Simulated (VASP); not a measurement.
Set up this calculation in VASP 6.6.1, as the native input.

```yaml
Task: single point
Functional: PBE
Potentials_or_basis: VASP PAW PBE potentials, release 64 (Nb_sv)
Cutoff: 520 eV
k_mesh: 10 × 10 × 10
Occupations: fermi-dirac, width 0.05 eV
Spin: no spin polarisation
Dipole_correction: no
Further_INCAR_settings: ALGO = Normal; EDIFF = 1e-07; NBANDS = 12
```

The structure of Nb lies in POSCAR:

```
Nb
1.0
    2.7124460000     -0.0182670000     -0.0224950000
   -0.0182670000      2.7431890000     -0.0074260000
   -0.0224950000     -0.0074260000      2.7037730000
Nb
1
Direct
    0.5143210000      0.5027060000      0.5213490000
```

This cell differs from its parent crystal: the cell strained at random.

The input as run:

INCAR

```
SYSTEM = Nb
ALGO     = Normal         ! electronic algorithm
EDIFF    = 1E-7           ! SCF threshold, eV
ENCUT    = 520            ! plane-wave cutoff, eV
GGA      = PE             ! functional
ISIF     = 2              ! what is computed and relaxed
ISMEAR   = -1             ! smearing method
LASPH    = .True.         ! aspherical terms in the spheres
LCHARG   = .True.         ! write CHGCAR
LELF     = .True.         ! ELF
LREAL    = .False.        ! projectors in reciprocal space
LVHAR    = .True.       
LWAVE    = .False.        ! write WAVECAR
NBANDS   = 12             ! bands
NELM     = 80             ! most SCF steps
PREC     = Accurate       ! precision mode
SIGMA    = 0.05           ! smearing width, eV
```

KPOINTS

```
k-points
0
Gamma
  10 10 10
  0 0 0
```

Potentials or basis: VASP PAW PBE potentials, release 64 (Nb_sv).

Launch:

```console
$ cat potpaw_PBE.64/Nb_sv/POTCAR > POTCAR
$ mpirun -np 1 vasp_std > vasp.out
```

It gave:

The pressure is 0.3 GPa.

Caveat: the cell differs from its parent crystal (the cell strained at random).

Wall time 44 s on 1 thread of Intel(R) Xeon(R) Platinum 8559C (Emerald Rapids), with other jobs on the host, peak memory 0.21 GiB.
